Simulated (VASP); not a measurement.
# GaN (F-43m) in VASP: further runs

Aim: see how the results for GaN move with the level of theory and the settings. Levels: PBE, r2SCAN. Tasks: single point.

Program: VASP 6.6.1. These are calculated values, not measurements. Logs are shortened: lines on timing, memory, paths and dates and some standing lists are left out, and cuts for length are marked.

### Step 1. The cell of the first run

Symmetry: F-43m, No. 216, cubic system. Conventional cell: a = 4.548 Å, b = 4.548 Å, c = 4.548 Å, α = 90.00°, β = 90.00°, γ = 90.00°. Ga (site symmetry -43m) has 4 N at 1.97 Å within 2.6 Å. Within 2.6 Å of N (site symmetry -43m) lie 4 Ga at 1.97 Å.

### Step 2. Single point, PBE

File INCAR:

```
ALGO = Normal
EDIFF = 1E-6
ENCUT = 520
GGA = PE
ISIF = 2
ISMEAR = 0
LASPH = T
LCHARG = F
LREAL = F
LWAVE = F
NBANDS = 16
NELM = 80
PREC = Accurate
SIGMA = 0.02
```

File KPOINTS:

```
k-points
0
Gamma
  10 10 10
```

File POSCAR:

```
GaN
1.0
    0.0000000000      2.2742384951      2.2742384951
    2.2742384951      0.0000000000      2.2742384951
    2.2742384951      2.2742384951      0.0000000000
Ga N
1 1
Direct
    0.0000000000      0.0000000000      0.0000000000
    0.7500000000      0.7500000000      0.7500000000
```

Potentials or basis: VASP PAW PBE potentials, release 64 (Ga_d, N).

Launch:

```bash
> cat potpaw_PBE.64/Ga_d/POTCAR potpaw_PBE.64/N/POTCAR > POTCAR
> mpirun -np 1 vasp_std > vasp.out
```

OUTCAR:

```text
EDIFF = 1E-6
   ENCUT = 520
   GGA = PE
   ISIF = 2
   ISMEAR = 0
   LASPH = T
   LREAL = F
   NELM = 80
   PREC = Accurate

 ion  position               nearest neighbor table
   1  0.000  0.000  0.000-   2 1.97   2 1.97   2 1.97   2 1.97
   2  0.750  0.750  0.750-   1 1.97   1 1.97   1 1.97   1 1.97

  LATTYP: Found a face centered cubic cell.
 ALAT       =     4.5484769902

  Lattice vectors:

 A1 = (   0.0000000000,   2.2742384951,   2.2742384951)
 A2 = (   2.2742384951,   0.0000000000,   2.2742384951)
 A3 = (   2.2742384951,   2.2742384951,   0.0000000000)

Analysis of symmetry for initial positions (statically):
=====================================================================
 Subroutine PRICEL returns:
 Original cell was already a primitive cell.

 Routine SETGRP: Setting up the symmetry group for a
 face centered cubic supercell.

 Subroutine GETGRP returns: Found 24 space group operations
 (whereof 24 operations were pure point group operations)
 out of a pool of 48 trial point group operations.

The static configuration has the point symmetry T_d .

Analysis of symmetry for dynamics (positions and initial velocities):
=====================================================================
 Subroutine PRICEL returns:
 Original cell was already a primitive cell.

 Routine SETGRP: Setting up the symmetry group for a
 face centered cubic supercell.

 Subroutine GETGRP returns: Found 24 space group operations
 (whereof 24 operations were pure point group operations)
 out of a pool of 48 trial point group operations.

The dynamic configuration has the point symmetry T_d .

 Subroutine INISYM returns: Found 24 space group operations
 (whereof 24 operations are pure point group operations),
 and found     1 'primitive' translations

----------------------------------------------------------------------------------------

                                     Primitive cell

  volume of cell :      23.5255

  direct lattice vectors                    reciprocal lattice vectors
     0.000000000  2.274238495  2.274238495    -0.219853811  0.219853811  0.219853811
     2.274238495  0.000000000  2.274238495     0.219853811 -0.219853811  0.219853811
     2.274238495  2.274238495  0.000000000     0.219853811  0.219853811 -0.219853811

  length of vectors
     3.216258924  3.216258924  3.216258924     0.380797971  0.380797971  0.380797971

  position of ions in fractional coordinates (direct lattice)
     0.000000000  0.000000000  0.000000000
     0.750000000  0.750000000  0.750000000

  ion indices of the primitive-cell ions
   primitive index   ion index
                 1           1
                 2           2

----------------------------------------------------------------------------------------

 KPOINTS: k-points

Automatic generation of k-mesh.
 Grid dimensions read from file:
 generate k-points for:   10   10   10

 Generating k-lattice:

  Cartesian coordinates                     Fractional coordinates (reciprocal lattice)
    -0.021985381  0.021985381  0.021985381     0.100000000  0.000000000  0.000000000
     0.021985381 -0.021985381  0.021985381     0.000000000  0.100000000  0.000000000
     0.021985381  0.021985381 -0.021985381     0.000000000  0.000000000  0.100000000

  Length of vectors
     0.038079797  0.038079797  0.038079797

  Shift w.r.t. Gamma in fractional coordinates (k-lattice)
     0.000000000  0.000000000  0.000000000

 Subroutine IBZKPT returns following result:
 ===========================================

 Found     47 irreducible k-points:

 Following reciprocal coordinates:
            Coordinates               Weight
  0.000000  0.000000  0.000000      1.000000
  0.100000  0.000000  0.000000      8.000000
  0.200000  0.000000  0.000000      8.000000
  0.300000  0.000000  0.000000      8.000000
  0.400000  0.000000  0.000000      8.000000
  0.500000  0.000000  0.000000      4.000000
[... 16 lines left out ...]
  0.300000  0.300000  0.000000      6.000000
  0.400000  0.300000  0.000000     24.000000
 [... further k-points ...]
   k-points           NKPTS =     47   k-points in BZ     NKDIM =     47   number of bands    NBANDS=     16
   number of dos      NEDOS =    301   number of ions     NIONS =      2
   total plane-waves  NPLWV =  13824
   dimension x,y,z NGX =    24 NGY =   24 NGZ =   24
   dimension x,y,z NGXF=    48 NGYF=   48 NGZF=   48
   ions per type =               1   1
   NGX,Y,Z   is equivalent  to a cutoff of  12.41, 12.41, 12.41 a.u.
   NGXF,Y,Z  is equivalent  to a cutoff of  24.81, 24.81, 24.81 a.u.
 SYSTEM =  unknown system
   PREC   = accura    normal or accurate (medium, high low for compatibility)
   ISTART =      0    job   : 0-new  1-cont  2-samecut
   ICHARG =      2    charge: 1-file 2-atom 10-const
   ISPIN  =      1    spin polarized calculation?
   LNONCOLLINEAR =      F non collinear calculations
   LSORBIT =      F    spin-orbit coupling
   LASPH  =      T    aspherical Exc in radial PAW
   ENCUT  =  520.0 eV  38.22 Ry    6.18 a.u.   5.98  5.98  5.98*2*pi/ulx,y,z
   NELM   =     80;   NELMIN=  2; NELMDL= -5     # of ELM steps
   EDIFF  = 0.1E-05   stopping-criterion for ELM
   LREAL  =      F    real-space projection
   EDIFFG = 0.1E-04   stopping-criterion for IOM
   NSW    =      0    number of steps for IOM
   IBRION =     -1    ionic relax: 0-MD 1-quasi-New 2-CG
   NFREE  =      0    steps in history (QN), initial steepest desc. (CG)
   ISIF   =      2    stress and relaxation
   ISYM   =      2    0-nonsym 1-usesym 2-fastsym
   POTIM  = 0.5000    time-step for ionic-motion
   TEBEG  =    0.0;   TEEND  =   0.0 temperature during run
   PSTRESS=    0.0 pullay stress
   NELECT =      18.0000    total number of electrons
   NUPDOWN=      -1.0000    fix difference up-down
   EMIN   =  10.00;   EMAX   =-10.00  energy-range for DOS
   EFERMI =   0.00;   METHOD = LEGACY
   ISMEAR =     0;   SIGMA  =   0.02  broadening in eV -4-tet -1-fermi 0-gaus
   EFERMI_NEDOS =   21; number of points for ismear=-14 and -15
   IALGO  =     38    algorithm
   IMIX   =      4    mixing-type and parameters
     AMIX     =   0.40;   BMIX     =  1.00
     AMIX_MAG =   1.60;   BMIX_MAG =  1.00
  volume/ion in A,a.u.               =      11.76        79.38
  Fermi-wavevector in a.u.,A,eV,Ry     =   1.497337  2.829557 30.504523  2.242019
  Thomas-Fermi vector in A             =   2.609238
   LORBIT       =      0    0 simple, 1 ext, 2 COOP (PROOUT), +10 PAW based schemes
   GGA     = PE    functional components
   LHFCALC =     F    Hartree Fock is set to
   AEXX    =    0.0000 exact exchange contribution
   IVDW    =     0    specifies the selected vdW correction
   LEPSILON=     F    determine dielectric tensor
   LRPA    =     F    only Hartree local field effects (RPA)
 non-spin polarized calculation
 Gauss-broadening in eV      SIGMA  =   0.02
  energy-cutoff  :      520.00
  volume of cell :       23.53
 maximum number of plane-waves:       644
   NGX = 11   NGY = 11   NGZ = 11

 number of electron      17.9999986 magnetization

 Free energy of the ion-electron system (eV)
  ---------------------------------------------------
  ext. energy  EPLUGINS =         0.00000000
  ---------------------------------------------------
  free energy    TOTEN  =       -12.15355513 eV

  energy without entropy =      -12.15355513  energy(sigma->0) =      -12.15355513

 E-fermi :   5.0772     XC(G=0): -11.5207

 val. band max:        4.9868809493   @ k =   0.0000   0.0000   0.0000
 cond. band min:       6.5339486338   @ k =   0.0000   0.0000   0.0000
 fundamental gap:      1.5470676845
 Fermi energy:         5.0771931049

 k-point     1 :       0.0000    0.0000    0.0000
  band No.  band energies     occupation
      1     -10.7158      2.00000
      2      -8.4356      2.00000
      3      -8.4356      2.00000
      4      -8.4356      2.00000
      5      -8.1428      2.00000
      6      -8.1428      2.00000
[... 8 lines left out ...]
     15      23.6342      0.00000
     16      23.6343      0.00000

 k-point     2 :       0.1000    0.0000    0.0000
  band No.  band energies     occupation
      1     -10.6123      2.00000
      2      -8.4231      2.00000
      3      -8.4231      2.00000
      4      -8.3946      2.00000
      5      -8.1440      2.00000
      6      -8.1440      2.00000
[... 8 lines left out ...]
     15      22.3533      0.00000
     16      22.3533      0.00000

 k-point     3 :       0.2000    0.0000    0.0000
  band No.  band energies     occupation
      1     -10.3556      2.00000
      2      -8.3940      2.00000
      3      -8.3940      2.00000
      4      -8.2255      2.00000
      5      -8.1427      2.00000
      6      -8.1427      2.00000
[... 8 lines left out ...]
     15      21.5947      0.00000
     16      21.5947      0.00000

 k-point     4 :       0.3000    0.0000    0.0000
  band No.  band energies     occupation
      1     -10.0923      2.00000
      2      -8.3682      2.00000
      3      -8.3682      2.00000
      4      -8.1301      2.00000
      5      -8.1301      2.00000
      6      -7.8252      2.00000
[... 8 lines left out ...]
     15      22.0422      0.00000
     16      22.0422      0.00000

 k-point     5 :       0.4000    0.0000    0.0000
  band No.  band energies     occupation
      1      -9.9415      2.00000
      2      -8.3571      2.00000
      3      -8.3571      2.00000
      4      -8.1094      2.00000
      5      -8.1094      2.00000
      6      -7.2335      2.00000
[... 8 lines left out ...]
     15      23.3734      0.00000
     16      23.3734      0.00000

 k-point     6 :       0.5000    0.0000    0.0000
  band No.  band energies     occupation
      1      -9.8990      2.00000
      2      -8.3551      2.00000
      3      -8.3551      2.00000
      4      -8.0991      2.00000
      5      -8.0991      2.00000
      6      -6.8948      2.00000
[... 8 lines left out ...]
     15      24.3224      0.00000
     16      24.3224      0.00000
[... 267 lines left out ...]
 k-point    21 :      -0.3000    0.2000    0.0000
  band No.  band energies     occupation
      1      -9.8801      2.00000
      2      -8.3459      2.00000
      3      -8.3060      2.00000
      4      -8.1484      2.00000
      5      -8.1436      2.00000
      6      -7.1063      2.00000
[... 8 lines left out ...]
     15      21.9941      0.00000
     16      25.2783      0.00000

 k-point    22 :      -0.2000    0.2000    0.0000
  band No.  band energies     occupation
      1     -10.0120      2.00000
      2      -8.3528      2.00000
      3      -8.3398      2.00000
      4      -8.1628      2.00000
      5      -8.1497      2.00000
      6      -7.6561      2.00000
[... 8 lines left out ...]
     15      22.0811      0.00000
     16      25.2070      0.00000

 k-point    23 :       0.3000    0.3000    0.0000
  band No.  band energies     occupation
      1      -9.9364      2.00000
      2      -8.2930      2.00000
      3      -8.2609      2.00000
      4      -8.2609      2.00000
      5      -8.0963      2.00000
      6      -7.6332      2.00000
[... 8 lines left out ...]
     15      26.7566      0.00000
     16      26.9879      0.00000

 k-point    24 :       0.4000    0.3000    0.0000
  band No.  band energies     occupation
      1      -9.8385      2.00000
      2      -8.3118      2.00000
      3      -8.2292      2.00000
      4      -8.2291      2.00000
      5      -8.0869      2.00000
      6      -7.1857      2.00000
[... 8 lines left out ...]
     15      26.8470      0.00000
     16      27.1165      0.00000

 [... further k-points ...]
[... 5 lines left out ...]
  --------------------------------------------------------------------------------------
  -------------------------------------------------------------------------------------
  Total        0.0158111      0.0158111      0.0158111      0.0000000      0.0000000      0.0000000
  in kB        1.0768023      1.0768023      1.0768023      0.0000000      0.0000000      0.0000000
  external PRESSURE =       1.0768023 kB  Pullay stress =       0.0000000 kB

 VOLUME and BASIS-vectors are now :
 -----------------------------------------------------------------------------
  energy-cutoff  :      520.00
  volume of cell :       23.53
      direct lattice vectors                 reciprocal lattice vectors
     0.000000000  2.274238495  2.274238495    -0.219853811  0.219853811  0.219853811
     2.274238495  0.000000000  2.274238495     0.219853811 -0.219853811  0.219853811
     2.274238495  2.274238495  0.000000000     0.219853811  0.219853811 -0.219853811

 POSITION                                       TOTAL-FORCE (eV/Angst)
 -----------------------------------------------------------------------------------
      0.00000      0.00000      0.00000         0.000000      0.000000     -0.000000
      3.41136      3.41136      3.41136        -0.000000     -0.000000      0.000000
 -----------------------------------------------------------------------------------
    total drift:                               -0.000002     -0.000002     -0.000001

  FREE ENERGIE OF THE ION-ELECTRON SYSTEM (eV)
  ---------------------------------------------------
  free  energy   TOTEN  =       -12.1535551320 eV

  energy  without entropy=      -12.1535551320  energy(sigma->0) =      -12.15355513
```

Run time: 31 s. Hardware: 1 thread of AMD EPYC 7R13, shared host; peak memory 0.12 GiB.

Results:

| Quantity | Value |
| --- | --- |
| Free energy | -12.1536 eV |
| Pressure | 0.1 GPa |
| Band gap on the k mesh | 1.55 eV, direct |

A hybrid or GW would open this gap; PBE tends to underestimate it.

[end of part 1 of 2]
